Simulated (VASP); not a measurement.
# Zr2H3 (Pmmm) in VASP: a series of runs

Zr2H3 is run at these levels: PBE; tasks: single point, relaxation of cell and atoms.

Program: VASP 6.6.1. These are calculated values, not measurements. Logs are shortened: lines on timing, memory, paths and dates and some standing lists are left out, and cuts for length are marked.

### Step 1. The cell of the first run

It takes space group Pmmm (No. 47, orthorhombic). Conventional cell: a = 3.468 Å, b = 4.267 Å, c = 5.143 Å, α = 90.00°, β = 90.00°, γ = 90.00°. Within 2.8 Å of Zr (site symmetry mmm) lie 2 Zr at 2.13 Å and 4 H at 2.75 Å. Zr (site symmetry mmm) has 2 H at 1.73 Å and 2 Zr at 2.13 Å within 2.3 Å. H (site symmetry mmm) has 2 Zr at 1.73 Å within 2.3 Å. Within 2.3 Å of H (site symmetry mmm) lie 2 H at 1.73 Å. H (site symmetry mmm) has 2 H at 1.73 Å within 2.3 Å.

The cell was built from a structure type or drawn by symmetry, and may not be a known phase.

### Step 2. Single point, PBE

The input, INCAR:

```
  PREC = Accurate
  ENCUT = 520
  EDIFF = 1E-6
  ISMEAR = 0
  SIGMA = 0.1
  LREAL = F
  LASPH = T
  NELM = 100
  ALGO = Normal
  ISIF = 2
  LWAVE = F
  LCHARG = F
  GGA = PE
  NBANDS = 22
```

The input, KPOINTS:

```
Automatic mesh
0
Gamma
  6 4 4
```

The input, POSCAR:

```
Zr2H3
1.0
    3.4682560600      0.0000000000      0.0000000000
    0.0000000000      4.2666091700      0.0000000000
    0.0000000000      0.0000000000      5.1434890700
Zr H
2 3
Direct
    0.5000000000      0.5000000000      0.5000000000
    0.5000000000      0.0000000000      0.5000000000
    0.0000000000      0.0000000000      0.5000000000
    0.5000000000      0.0000000000      0.0000000000
    0.0000000000      0.0000000000      0.0000000000
```

Potentials or basis: VASP PAW PBE potentials, release 64 (Zr_sv, H).

Launch:

```
> cat potpaw_PBE.64/Zr_sv/POTCAR potpaw_PBE.64/H/POTCAR > POTCAR
> mpirun -np 1 vasp_std > vasp.out
```

OUTCAR:

```text
PREC = Accurate
   ENCUT = 520
   EDIFF = 1E-6
   ISMEAR = 0
   LREAL = F
   LASPH = T
   NELM = 100
   ISIF = 2
   GGA = PE

 ion  position               nearest neighbor table
   1  0.500  0.500  0.500-   2 2.13   2 2.13
   2  0.500  0.000  0.500-   3 1.73   3 1.73   1 2.13   1 2.13
   3  0.000  0.000  0.500-   2 1.73   2 1.73
   4  0.500  0.000  0.000-
   5  0.000  0.000  0.000-

  LATTYP: Found a simple orthorhombic cell.
 ALAT       =     3.4682560600
 B/A-ratio  =     1.2301886297
 C/A-ratio  =     1.4830188374

  Lattice vectors:

 A1 = (   3.4682560600,   0.0000000000,   0.0000000000)
 A2 = (   0.0000000000,   4.2666091700,   0.0000000000)
 A3 = (   0.0000000000,   0.0000000000,   5.1434890700)

Analysis of symmetry for initial positions (statically):
=====================================================================
 Subroutine PRICEL returns:
 Original cell was already a primitive cell.

 Routine SETGRP: Setting up the symmetry group for a
 simple orthorhombic supercell.

 Subroutine GETGRP returns: Found  8 space group operations
 (whereof  8 operations were pure point group operations)
 out of a pool of  8 trial point group operations.

The static configuration has the point symmetry D_2h.

Analysis of symmetry for dynamics (positions and initial velocities):
=====================================================================
 Subroutine PRICEL returns:
 Original cell was already a primitive cell.

 Routine SETGRP: Setting up the symmetry group for a
 simple orthorhombic supercell.

 Subroutine GETGRP returns: Found  8 space group operations
 (whereof  8 operations were pure point group operations)
 out of a pool of  8 trial point group operations.

The dynamic configuration has the point symmetry D_2h.

 Subroutine INISYM returns: Found  8 space group operations
 (whereof  8 operations are pure point group operations),
 and found     1 'primitive' translations

----------------------------------------------------------------------------------------

                                     Primitive cell

  volume of cell :      76.1118

  direct lattice vectors                    reciprocal lattice vectors
     3.468256060  0.000000000  0.000000000     0.288329346  0.000000000  0.000000000
     0.000000000  4.266609170  0.000000000     0.000000000  0.234378158  0.000000000
     0.000000000  0.000000000  5.143489070     0.000000000  0.000000000  0.194420555

  length of vectors
     3.468256060  4.266609170  5.143489070     0.288329346  0.234378158  0.194420555

  position of ions in fractional coordinates (direct lattice)
     0.500000000  0.500000000  0.500000000
     0.500000000  0.000000000  0.500000000
     0.000000000  0.000000000  0.500000000
     0.500000000  0.000000000  0.000000000
     0.000000000  0.000000000  0.000000000

  ion indices of the primitive-cell ions
   primitive index   ion index
                 1           1
                 2           2
                 3           3
                 4           4
                 5           5

----------------------------------------------------------------------------------------

 KPOINTS: Automatic mesh

Automatic generation of k-mesh.
 Grid dimensions read from file:
 generate k-points for:    6    4    4

 Generating k-lattice:

  Cartesian coordinates                     Fractional coordinates (reciprocal lattice)
     0.048054891  0.000000000  0.000000000     0.166666667  0.000000000  0.000000000
     0.000000000  0.058594540  0.000000000     0.000000000  0.250000000  0.000000000
     0.000000000  0.000000000  0.048605139     0.000000000  0.000000000  0.250000000

  Length of vectors
     0.048054891  0.058594540  0.048605139

  Shift w.r.t. Gamma in fractional coordinates (k-lattice)
     0.000000000  0.000000000  0.000000000

 Subroutine IBZKPT returns following result:
 ===========================================

 Found     36 irreducible k-points:

 Following reciprocal coordinates:
            Coordinates               Weight
  0.000000  0.000000  0.000000      1.000000
  0.166667  0.000000  0.000000      2.000000
  0.333333  0.000000  0.000000      2.000000
  0.500000  0.000000  0.000000      1.000000
  0.000000  0.250000  0.000000      2.000000
  0.166667  0.250000  0.000000      4.000000
[... 16 lines left out ...]
  0.333333  0.500000  0.250000      4.000000
  0.500000  0.500000  0.250000      2.000000
 [... further k-points ...]
   k-points           NKPTS =     36   k-points in BZ     NKDIM =     36   number of bands    NBANDS=     22
   number of dos      NEDOS =    301   number of ions     NIONS =      5
   total plane-waves  NPLWV =  35840
   dimension x,y,z NGX =    28 NGY =   32 NGZ =   40
   dimension x,y,z NGXF=    56 NGYF=   64 NGZF=   80
   ions per type =               2   3
   NGX,Y,Z   is equivalent  to a cutoff of  13.42, 12.47, 12.93 a.u.
   NGXF,Y,Z  is equivalent  to a cutoff of  26.84, 24.94, 25.86 a.u.
 SYSTEM =  unknown system
   PREC   = accura    normal or accurate (medium, high low for compatibility)
   ISTART =      0    job   : 0-new  1-cont  2-samecut
   ICHARG =      2    charge: 1-file 2-atom 10-const
   ISPIN  =      1    spin polarized calculation?
   LNONCOLLINEAR =      F non collinear calculations
   LSORBIT =      F    spin-orbit coupling
   LASPH  =      T    aspherical Exc in radial PAW
   ENCUT  =  520.0 eV  38.22 Ry    6.18 a.u.   6.45  7.93  9.56*2*pi/ulx,y,z
   NELM   =    100;   NELMIN=  2; NELMDL= -5     # of ELM steps
   EDIFF  = 0.1E-05   stopping-criterion for ELM
   LREAL  =      F    real-space projection
   EDIFFG = 0.1E-04   stopping-criterion for IOM
   NSW    =      0    number of steps for IOM
   IBRION =     -1    ionic relax: 0-MD 1-quasi-New 2-CG
   NFREE  =      0    steps in history (QN), initial steepest desc. (CG)
   ISIF   =      2    stress and relaxation
   ISYM   =      2    0-nonsym 1-usesym 2-fastsym
   POTIM  = 0.5000    time-step for ionic-motion
   TEBEG  =    0.0;   TEEND  =   0.0 temperature during run
   PSTRESS=    0.0 pullay stress
   NELECT =      27.0000    total number of electrons
   NUPDOWN=      -1.0000    fix difference up-down
   EMIN   =  10.00;   EMAX   =-10.00  energy-range for DOS
   EFERMI =   0.00;   METHOD = LEGACY
   ISMEAR =     0;   SIGMA  =   0.10  broadening in eV -4-tet -1-fermi 0-gaus
   EFERMI_NEDOS =   21; number of points for ismear=-14 and -15
   IALGO  =     38    algorithm
   IMIX   =      4    mixing-type and parameters
     AMIX     =   0.40;   BMIX     =  1.00
     AMIX_MAG =   1.60;   BMIX_MAG =  1.00
  volume/ion in A,a.u.               =      15.22       102.73
  Fermi-wavevector in a.u.,A,eV,Ry     =   1.158899  2.190001 18.273253  1.343046
  Thomas-Fermi vector in A             =   2.295496
   LORBIT       =      0    0 simple, 1 ext, 2 COOP (PROOUT), +10 PAW based schemes
   GGA     = PE    functional components
   LHFCALC =     F    Hartree Fock is set to
   AEXX    =    0.0000 exact exchange contribution
   IVDW    =     0    specifies the selected vdW correction
   LEPSILON=     F    determine dielectric tensor
   LRPA    =     F    only Hartree local field effects (RPA)
 non-spin polarized calculation
 Gauss-broadening in eV      SIGMA  =   0.10
  energy-cutoff  :      520.00
  volume of cell :       76.11
 maximum number of plane-waves:      2076
 NGX is ok and might be reduce to    28
   NGX = 13   NGY = 15   NGZ = 19

 number of electron      27.0000000 magnetization

 Free energy of the ion-electron system (eV)
  ---------------------------------------------------
  ext. energy  EPLUGINS =         0.00000000
  ---------------------------------------------------
  free energy    TOTEN  =       -17.85046268 eV

  energy without entropy =      -17.82682467  energy(sigma->0) =      -17.83864368

 E-fermi :   4.4695     XC(G=0):  -9.0420

 val. band max:        4.4385199622   @ k =   0.0000   0.2500   0.2500
 cond. band min:       4.4703151484   @ k =   0.1667   0.2500   0.2500
 fundamental gap:      0.0317951862
 Fermi energy:         4.4694562284

 k-point     1 :       0.0000    0.0000    0.0000
  band No.  band energies     occupation
      1     -45.5466      2.00000
      2     -43.0976      2.00000
      3     -27.2104      2.00000
      4     -23.2180      2.00000
      5     -23.0478      2.00000
      6     -21.4428      2.00000
[... 14 lines left out ...]
     21      10.0432      0.00000
     22      13.0630      0.00000

 k-point     2 :       0.1667    0.0000    0.0000
  band No.  band energies     occupation
      1     -45.5410      2.00000
      2     -43.0920      2.00000
      3     -27.2036      2.00000
      4     -23.2106      2.00000
      5     -23.1407      2.00000
      6     -21.4481      2.00000
[... 14 lines left out ...]
     21       9.8659      0.00000
     22      13.4748      0.00000

 k-point     3 :       0.3333    0.0000    0.0000
  band No.  band energies     occupation
      1     -45.5297      2.00000
      2     -43.0806      2.00000
      3     -27.1901      2.00000
      4     -23.3243      2.00000
      5     -23.1959      2.00000
      6     -21.6125      2.00000
[... 14 lines left out ...]
     21      10.8977      0.00000
     22      11.5395      0.00000

 k-point     4 :       0.5000    0.0000    0.0000
  band No.  band energies     occupation
      1     -45.5240      2.00000
      2     -43.0748      2.00000
      3     -27.1833      2.00000
      4     -23.4148      2.00000
      5     -23.1885      2.00000
      6     -21.6908      2.00000
[... 14 lines left out ...]
     21      10.1548      0.00000
     22      12.0347      0.00000

 k-point     5 :       0.0000    0.2500    0.0000
  band No.  band energies     occupation
      1     -45.2809      2.00000
      2     -43.5135      2.00000
      3     -26.0476      2.00000
      4     -23.0290      2.00000
      5     -22.8584      2.00000
      6     -21.6928      2.00000
[... 417 lines left out ...]
 k-point    22 :       0.1667    0.5000    0.2500
  band No.  band energies     occupation
      1     -44.7771      2.00000
      2     -44.1487      2.00000
      3     -23.3128      2.00000
      4     -22.8719      2.00000
      5     -22.7190      2.00000
      6     -22.5983      2.00000
[... 14 lines left out ...]
     21       9.2866      0.00000
     22      10.5725      0.00000

 k-point    23 :       0.3333    0.5000    0.2500
  band No.  band energies     occupation
      1     -44.7684      2.00000
      2     -44.1343      2.00000
      3     -23.3030      2.00000
      4     -22.8609      2.00000
      5     -22.7183      2.00000
      6     -22.7071      2.00000
[... 14 lines left out ...]
     21       9.7845      0.00000
     22      10.3761      0.00000

 k-point    24 :       0.5000    0.5000    0.2500
  band No.  band energies     occupation
      1     -44.7641      2.00000
      2     -44.1271      2.00000
      3     -23.2982      2.00000
      4     -22.8548      2.00000
      5     -22.7779      2.00000
      6     -22.7012      2.00000
[... 14 lines left out ...]
     21       8.8045      0.00000
     22       9.4755      0.00000

 [... further k-points ...]
[... 5 lines left out ...]
  --------------------------------------------------------------------------------------
  -------------------------------------------------------------------------------------
  Total        4.4396160     30.4567738     -5.6118202      0.0000000      0.0000000      0.0000000
  in kB       93.4553466    641.1248968   -118.1306233      0.0000000      0.0000000      0.0000000
  external PRESSURE =     205.4832067 kB  Pullay stress =       0.0000000 kB

 VOLUME and BASIS-vectors are now :
 -----------------------------------------------------------------------------
  energy-cutoff  :      520.00
  volume of cell :       76.11
      direct lattice vectors                 reciprocal lattice vectors
     3.468256060  0.000000000  0.000000000     0.288329346  0.000000000  0.000000000
     0.000000000  4.266609170  0.000000000     0.000000000  0.234378158  0.000000000
     0.000000000  0.000000000  5.143489070     0.000000000  0.000000000  0.194420555

 POSITION                                       TOTAL-FORCE (eV/Angst)
 -----------------------------------------------------------------------------------
      1.73413      2.13330      2.57174         0.000000      0.000000      0.000000
      1.73413      0.00000      2.57174         0.000000      0.000000      0.000000
      0.00000      0.00000      2.57174         0.000000      0.000000      0.000000
      1.73413      0.00000      0.00000         0.000000      0.000000      0.000000
      0.00000      0.00000      0.00000         0.000000      0.000000      0.000000
 -----------------------------------------------------------------------------------
    total drift:                                0.000000     -0.000000      0.000000

  FREE ENERGIE OF THE ION-ELECTRON SYSTEM (eV)
  ---------------------------------------------------
  free  energy   TOTEN  =       -17.8504626839 eV

  energy  without entropy=      -17.8268246737  energy(sigma->0) =      -17.83864368
```

Run time: 26 s. Hardware: 1 thread of Intel Xeon 6975P-C (Granite Rapids), shared host; peak memory 0.2 GiB.

Results:

```yaml
Free_energy: -17.8505 eV
Pressure: 20.5 GPa
Band_gap_on_the_k_mesh: zero (an odd number of electrons rules out a gap without spin polarisation)
```

Stress tensor (GPa, compression positive):
```
  9.35   0.00   0.00
  0.00  64.11   0.00
  0.00   0.00 -11.81
```

Caveat: the k points lie up to 0.37 Å⁻¹ apart, too coarse for converged energies and pressures of a metal.

(Part 1 of 2 ends here.)
